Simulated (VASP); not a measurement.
Input of a VASP 6.6.1 run:

File INCAR:

```
PREC = Accurate ; ENCUT = 520
EDIFF = 1E-7 ; ISMEAR = -1
SIGMA = 0.02 ; LREAL = False
LASPH = True ; NELM = 80
ALGO = Normal ; ISIF = 2
LWAVE = False ; LCHARG = True
GGA = PE ; LELF = True
LVHAR = True ; NBANDS = 16
```

File KPOINTS:

```
Automatic mesh
0
Gamma
  12 8 12
```

File POSCAR:

```
BN
1.0
   -1.8123558155      1.8123558155      0.0000000000
    0.0000000000      0.0000000000      3.6247116310
    1.8123558155      1.8123558155      0.0000000000
B N
2 2
Direct
    0.0000000000      0.0000000000      0.0000000000
    0.5000000000      0.5000000000      0.5000000000
    0.0000000000      0.2500000000      0.5000000000
    0.5000000000      0.7500000000      0.0000000000
```

Potentials or basis: VASP PAW PBE potentials, release 64 (B, N).

The run is started by

```sh
$ cat potpaw_PBE.64/B/POTCAR potpaw_PBE.64/N/POTCAR > POTCAR
$ mpirun -np 1 vasp_std > vasp.out
```

Problem. What does it give for the band gap on the k mesh?

Solution. 4.45 eV.

Problem. Predict the pressure.

Solution. 0.2 GPa.

A k mesh can miss the band edges.
